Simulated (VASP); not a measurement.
# B3N2 (P-62m) in VASP: notebook

B3N2 is run at these levels: PBE; tasks: single point.

Program: VASP 6.6.1. These are calculated values, not measurements. Logs are shortened: lines on timing, memory, paths and dates and some standing lists are left out, and cuts for length are marked.

### 1 The cell of the first run

Symmetry: P-62m, No. 189, hexagonal system. Conventional cell: a = 3.448 Å, b = 3.448 Å, c = 4.401 Å, α = 90.00°, β = 90.00°, γ = 120.00°. Within 2.1 Å of B (site symmetry m2m) lie 2 N at 1.55 Å and 6 B at 1.98 to 2.01 Å. Within 2.1 Å of N (site symmetry 3m) lie 3 B at 1.55 Å and 1 N at 2.07 Å.

The cell was built from a structure type or drawn by symmetry, and may not be a known phase.

### 2 Single point, PBE

The input, INCAR:

```
  ALGO = Normal
  EDIFF = 1E-7
  ENCUT = 520
  GGA = PE
  ISIF = 2
  ISMEAR = 0
  LASPH = True
  LCHARG = True
  LELF = True
  LREAL = False
  LVHAR = True
  LWAVE = False
  NBANDS = 18
  NELM = 60
  PREC = Accurate
  SIGMA = 0.1
```

The input, KPOINTS:

```
k-points
0
Gamma
  6 6 4
```

The input, POSCAR:

```
B3N2
1.0
    3.4477206273      0.0000000000      0.0000000000
   -1.7238603136      2.9858136484      0.0000000000
    0.0000000000      0.0000000000      4.4012131937
B N
3 2
Direct
    0.3358509262      0.0000000000      0.0000000000
    0.0000000000      0.3358509262      0.0000000000
    0.6641490738      0.6641490738      0.0000000000
    0.0000000000      0.0000000000      0.7651521541
    0.0000000000      0.0000000000      0.2348478459
```

Potentials or basis: VASP PAW PBE potentials, release 64 (B, N).

Started as:

```
cat potpaw_PBE.64/B/POTCAR potpaw_PBE.64/N/POTCAR > POTCAR
mpirun -np 1 vasp_std > vasp.out
```

OUTCAR:

```text
EDIFF = 1E-7
   ENCUT = 520
   GGA = PE
   ISIF = 2
   ISMEAR = 0
   LASPH = True
   LREAL = False
   NELM = 60
   PREC = Accurate

 ion  position               nearest neighbor table
   1  0.336  0.000  0.000-   4 1.55   5 1.55   3 1.98   3 1.98   2 1.98   2 1.98   2 2.01   3 2.01

   2  0.000  0.336  0.000-   4 1.55   5 1.55   3 1.98   1 1.98   3 1.98   1 1.98   1 2.01   3 2.01

   3  0.664  0.664  0.000-   4 1.55   5 1.55   1 1.98   2 1.98   1 1.98   2 1.98   2 2.01   1 2.01

   4  0.000  0.000  0.765-   2 1.55   1 1.55   3 1.55
   5  0.000  0.000  0.235-   2 1.55   1 1.55   3 1.55

  LATTYP: Found a hexagonal cell.
 ALAT       =     3.4477206273
 C/A-ratio  =     1.2765573750

  Lattice vectors:

 A1 = (   3.4477206273,   0.0000000000,   0.0000000000)
 A2 = (  -1.7238603136,   2.9858136484,   0.0000000000)
 A3 = (   0.0000000000,   0.0000000000,   4.4012131937)

Analysis of symmetry for initial positions (statically):
=====================================================================
 Subroutine PRICEL returns:
 Original cell was already a primitive cell.

 Routine SETGRP: Setting up the symmetry group for a
 hexagonal supercell.

 Subroutine GETGRP returns: Found 12 space group operations
 (whereof 12 operations were pure point group operations)
 out of a pool of 24 trial point group operations.

The static configuration has the point symmetry D_3h.

Analysis of symmetry for dynamics (positions and initial velocities):
=====================================================================
 Subroutine PRICEL returns:
 Original cell was already a primitive cell.

 Routine SETGRP: Setting up the symmetry group for a
 hexagonal supercell.

 Subroutine GETGRP returns: Found 12 space group operations
 (whereof 12 operations were pure point group operations)
 out of a pool of 24 trial point group operations.

The dynamic configuration has the point symmetry D_3h.

 Subroutine INISYM returns: Found 12 space group operations
 (whereof 12 operations are pure point group operations),
 and found     1 'primitive' translations

----------------------------------------------------------------------------------------
[... 92 lines left out ...]
   LASPH  =      T    aspherical Exc in radial PAW
   ENCUT  =  520.0 eV  38.22 Ry    6.18 a.u.   6.41  6.41  8.18*2*pi/ulx,y,z
   NELM   =     60;   NELMIN=  2; NELMDL= -5     # of ELM steps
   EDIFF  = 0.1E-06   stopping-criterion for ELM
   LREAL  =      F    real-space projection
   EDIFFG = 0.1E-05   stopping-criterion for IOM
   NSW    =      0    number of steps for IOM
   IBRION =     -1    ionic relax: 0-MD 1-quasi-New 2-CG
   NFREE  =      0    steps in history (QN), initial steepest desc. (CG)
   ISIF   =      2    stress and relaxation
   ISYM   =      2    0-nonsym 1-usesym 2-fastsym
   POTIM  = 0.5000    time-step for ionic-motion
   TEBEG  =    0.0;   TEEND  =   0.0 temperature during run
   PSTRESS=    0.0 pullay stress
   NELECT =      19.0000    total number of electrons
   NUPDOWN=      -1.0000    fix difference up-down
   EMIN   =  10.00;   EMAX   =-10.00  energy-range for DOS
   EFERMI =   0.00;   METHOD = LEGACY
   ISMEAR =     0;   SIGMA  =   0.10  broadening in eV -4-tet -1-fermi 0-gaus
   EFERMI_NEDOS =   21; number of points for ismear=-14 and -15
   IALGO  =     38    algorithm
   IMIX   =      4    mixing-type and parameters
     AMIX     =   0.40;   BMIX     =  1.00
     AMIX_MAG =   1.60;   BMIX_MAG =  1.00
  volume/ion in A,a.u.               =       9.06        61.15
  Fermi-wavevector in a.u.,A,eV,Ry     =   1.225379  2.315630 20.429866  1.501553
  Thomas-Fermi vector in A             =   2.360419
   LORBIT       =      0    0 simple, 1 ext, 2 COOP (PROOUT), +10 PAW based schemes
   GGA     = PE    functional components
   LHFCALC =     F    Hartree Fock is set to
   AEXX    =    0.0000 exact exchange contribution
   IVDW    =     0    specifies the selected vdW correction
   LEPSILON=     F    determine dielectric tensor
   LRPA    =     F    only Hartree local field effects (RPA)
 non-spin polarized calculation
 Gauss-broadening in eV      SIGMA  =   0.10
  energy-cutoff  :      520.00
  volume of cell :       45.31
 maximum number of plane-waves:      1237
 NGX is ok and might be reduce to    28
   NGX = 13   NGY = 13   NGZ = 17

 number of electron      19.0000001 magnetization

 Free energy of the ion-electron system (eV)
  ---------------------------------------------------
  ext. energy  EPLUGINS =         0.00000000
  ---------------------------------------------------
  free energy    TOTEN  =       -33.72861711 eV

  energy without entropy =      -33.70983405  energy(sigma->0) =      -33.71922558

 E-fermi :   3.8243     XC(G=0): -10.0980

 val. band max:        3.8143382901   @ k =   0.3333   0.0000   0.2500
 cond. band min:       3.8803327624   @ k =   0.3333   0.1667   0.2500
 fundamental gap:      0.0659944723
 Fermi energy:         3.8242507419

 k-point     1 :       0.0000    0.0000    0.0000
  band No.  band energies     occupation
      1     -16.8092      2.00000
      2     -10.9044      2.00000
      3      -3.9227      2.00000
      4      -3.3253      2.00000
      5      -3.3253      2.00000
      6      -3.2223      2.00000
[... 418 lines left out ...]
      5      -1.8065      2.00000
      6      -1.8065      2.00000
[... 10 lines left out ...]
     17      15.4356      0.00000
     18      15.7198      0.00000

------------------------ aborting loop because EDIFF is reached ----------------------------------------

  FORCE on cell =-STRESS in cart. coord.  units (eV):
  Direction    XX          YY          ZZ          XY          YZ          ZX
  --------------------------------------------------------------------------------------
  -------------------------------------------------------------------------------------
  Total        0.0272048      0.0272048      0.0110190      0.0000000      0.0000000      0.0000000
  in kB        0.9620308      0.9620308      0.3896612      0.0000000      0.0000000      0.0000000
  external PRESSURE =       0.7712409 kB  Pullay stress =       0.0000000 kB

 VOLUME and BASIS-vectors are now :
 -----------------------------------------------------------------------------
  energy-cutoff  :      520.00
  volume of cell :       45.31
      direct lattice vectors                 reciprocal lattice vectors
     3.447720627  0.000000000  0.000000000     0.290046703  0.167458542  0.000000000
    -1.723860314  2.985813648  0.000000000     0.000000000  0.334917084  0.000000000
     0.000000000  0.000000000  4.401213194     0.000000000  0.000000000  0.227210080

 POSITION                                       TOTAL-FORCE (eV/Angst)
 -----------------------------------------------------------------------------------
      1.15792      0.00000      0.00000         0.062884      0.000000     -0.000000
     -0.57896      1.00279      0.00000        -0.031442      0.054459     -0.000000
      1.14490      1.98303      0.00000        -0.031442     -0.054459      0.000000
      0.00000      0.00000      3.36760        -0.000000      0.000000     -0.105685
      0.00000      0.00000      1.03362        -0.000000      0.000000      0.105685
 -----------------------------------------------------------------------------------
    total drift:                                0.000000      0.000000      0.000000

  FREE ENERGIE OF THE ION-ELECTRON SYSTEM (eV)
  ---------------------------------------------------
  free  energy   TOTEN  =       -33.7286171125 eV

  energy  without entropy=      -33.7098340533  energy(sigma->0) =      -33.71922558
```

OSZICAR:

```text
N       E                     dE             d eps       ncg     rms          rms(c)
DAV:   1     0.541262449989E+02    0.54126E+02   -0.90211E+03   756   0.939E+02
DAV:   2    -0.320359926396E+02   -0.86162E+02   -0.83028E+02  1006   0.216E+02
DAV:   3    -0.354044736781E+02   -0.33685E+01   -0.33316E+01   952   0.399E+01
DAV:   4    -0.354312369640E+02   -0.26763E-01   -0.26742E-01  1014   0.389E+00
DAV:   5    -0.354315332046E+02   -0.29624E-03   -0.29619E-03   976   0.380E-01    0.829E+00
DAV:   6    -0.339008153444E+02    0.15307E+01   -0.27676E+00   938   0.121E+01    0.399E+00
DAV:   7    -0.337476123298E+02    0.15320E+00   -0.45828E-01   900   0.477E+00    0.230E+00
DAV:   8    -0.337260009343E+02    0.21611E-01   -0.10318E-01   942   0.199E+00    0.431E-01
DAV:   9    -0.337276577373E+02   -0.16568E-02   -0.14626E-02   836   0.896E-01    0.164E-01
DAV:  10    -0.337283725117E+02   -0.71477E-03   -0.15402E-03   832   0.303E-01    0.623E-02
DAV:  11    -0.337285825867E+02   -0.21008E-03   -0.21835E-04   896   0.111E-01    0.284E-02
DAV:  12    -0.337286151578E+02   -0.32571E-04   -0.46313E-05   842   0.481E-02    0.576E-03
DAV:  13    -0.337286170678E+02   -0.19100E-05   -0.38433E-06   890   0.155E-02    0.139E-03
DAV:  14    -0.337286171125E+02   -0.44726E-07   -0.27800E-07   922   0.376E-03
   1 F= -.33728617E+02 E0= -.33719226E+02  d E =-.187831E-01
```

stdout:

```text
POSCAR found type information on POSCAR B N
 POSCAR found :  2 types and       5 ions
 scaLAPACK will be used
 LDA part: xc-table for (Slater+PW92), standard interpolation
 POSCAR, INCAR and KPOINTS ok, starting setup
 FFT: planning ... GRIDC
 FFT: planning ... GRID_SOFT
 FFT: planning ... GRID
 WAVECAR not read
 entering main loop
```

It took 14 s on 1 thread of Intel Xeon Platinum 8559C (Emerald Rapids), shared host; peak memory 0.16 GiB.

What came out:

```
Free energy            : -33.7286 eV
Pressure               : 0.1 GPa
Largest force          : 0.106 eV/Å
Band gap on the k mesh : zero (an odd number of electrons rules out a gap without spin polarisation)
```

Forces in eV/Å, atoms in the order of the input:
```
B    0.063  0.000  0.000
B   -0.031  0.054  0.000
B   -0.031 -0.054  0.000
N    0.000  0.000 -0.106
N    0.000  0.000  0.106
```

(Part 1 of 2 ends here.)
